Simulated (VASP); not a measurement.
A run of VASP 6.6.1 is set up as follows.

Contents of INCAR:

```
SYSTEM = Ba
  PREC = Accurate
  ENCUT = 520
  EDIFF = 1E-6
  ISMEAR = 0
  SIGMA = 0.1
  LREAL = .False.
  LASPH = .True.
  NELM = 80
  ALGO = Normal
  ISIF = 2
  LWAVE = .False.
  LCHARG = .False.
  GGA = RP
  NBANDS = 11
```

File KPOINTS:

```
Automatic mesh
0
Gamma
  6 6 6
  0 0 0
```

The input POSCAR:

```
Ba
1.0
    3.1617239566      0.0000000000      0.0000000000
    0.0000000000      3.1617239566      0.0000000000
    0.0000000000      0.0000000000      3.1617239566
Ba
1
Direct
    0.0000000000      0.0000000000      0.0000000000
```

Potentials or basis: VASP PAW PBE potentials, release 64 (Ba_sv).

Run with:

```bash
$ cat potpaw_PBE.64/Ba_sv/POTCAR > POTCAR
$ mpirun -np 1 vasp_std > vasp.out
```

Q: Estimate the band gap on the k mesh.

A: Zero (bands 5 and 6 overlap by 1.57 eV).

Q: What does it give for the pressure?

A: 18.2 GPa.

Caveat: the cell stands under pressure; the PAW data sets were made with another functional, which shifts forces and pressure a little; spin-orbit coupling is left out, which moves the levels of the heavy elements.
